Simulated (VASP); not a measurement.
Input of a VASP 6.6.1 run:

File INCAR:

```
SYSTEM = BiTe
ALGO = Normal ; EDIFF = 1E-8
ENCUT = 520 ; ISIF = 2
ISMEAR = -1 ; LASPH = .True.
LCHARG = .False. ; LEFG = .True.
LREAL = .False. ; LWAVE = .False.
NBANDS = 18 ; NELM = 80
PREC = Accurate ; SIGMA = 0.08
```

KPOINTS

```
k-points
0
Gamma
  10 10 10
  0 0 0
```

Contents of POSCAR:

```
BiTe
1.0
    0.0000000000      3.1912784242      3.1912784242
    3.1912784242      0.0000000000      3.1912784242
    3.1912784242      3.1912784242      0.0000000000
Bi Te
1 1
Direct
    0.0000000000      0.0000000000      0.0000000000
    0.5000000000      0.5000000000      0.5000000000
```

Potentials or basis: VASP PAW LDA potentials, release 64 (Bi_d, Te).

Launch:

```bash
$ cat potpaw_LDA.64/Bi_d/POTCAR potpaw_LDA.64/Te/POTCAR > POTCAR
$ mpirun -np 1 vasp_std > vasp.out
```

Problem. Predict the pressure.

Solution. -0.7 GPa.

Problem. What does it give for the band gap on the k mesh?

Solution. Zero (an odd number of electrons rules out a gap without spin polarisation).

Caveat: spin-orbit coupling is left out, which moves the levels of the heavy elements.
